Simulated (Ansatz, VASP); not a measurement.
**One calculation of BN, two programs**

```xyz
2
Lattice="0.0000 1.8044 1.8044 1.8044 0.0000 1.8044 1.8044 1.8044 0.0000" Properties=species:S:1:pos:R:3 pbc="T T T"
B     0.0000    0.0000    0.0000
N     0.9022    0.9022    0.9022
```

Alike in both runs: functional r2SCAN; k mesh 12 × 12 × 12; occupations gaussian, width 0.02 eV; no spin polarisation.

Ansatz relaxed the structure, and its values are those at the end. VASP's run is a single point on that final structure, the one shown.

|  | VASP | Ansatz |
| --- | --- | --- |
| version | VASP 6.6.1 | Ansatz 0.2.0 |
| potentials or method | VASP PAW PBE potentials, release 64 (B_h, N_h), cutoff 1460 eV | scalar-relativistic, plane waves, PAW |
| valence electrons in the cell | 8 | 8 |

VASP gave:

* gap on the k mesh at the Fermi level (eV): 5.00
* least direct gap on the mesh (eV): 9.58
* pressure (GPa): -0.2

Problem. Estimate Ansatz's values.

Solution. gap on the k mesh at the Fermi level (eV): 4.99; least direct gap on the mesh (eV): 9.58; pressure (GPa): 0.0.

VASP's potentials were made for PBE, not for r2SCAN.
